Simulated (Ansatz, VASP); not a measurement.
**One calculation of CaHfH6, two programs**

```
CELL_PARAMETERS angstrom
0.00000 4.14805 4.14805
4.14805 0.00000 4.14805
4.14805 4.14805 0.00000
ATOMIC_POSITIONS crystal
Ca 0.00000 0.00000 0.00000
Hf 0.50000 0.50000 0.50000
H 0.73386 0.26614 0.26614
H 0.26614 0.73386 0.26614
H 0.26614 0.26614 0.73386
H 0.26614 0.73386 0.73386
H 0.73386 0.26614 0.73386
H 0.73386 0.73386 0.26614
```

Alike in both runs: task relaxation of cell and atoms; functional PBE; k mesh 6 × 6 × 6; occupations gaussian, width 0.02 eV; no spin polarisation.

```csv
,VASP,Ansatz
version,VASP 6.6.1,Ansatz 0.2.0
potentials or method,"VASP PAW PBE potentials, release 64 (Ca_sv, Hf_pv, H), cutoff 600 eV","scalar-relativistic, plane waves, PAW"
valence electrons in the cell,26,42
```

```csv
,VASP,Ansatz,Ansatz less VASP
"gap on the k mesh at the Fermi level, each at its own relaxed structure (eV)",2.45,2.45,0.000
relaxed volume (Å³/atom),17.77,17.76,-0.016
relaxed cell length with the largest relative difference (Å),5.859,5.857,-0.0017
```

VASP's potentials hold 26 valence electrons a cell and Ansatz's 42, so a difference there can come from the potentials and not from the codes.

Neither program's run includes spin-orbit coupling.
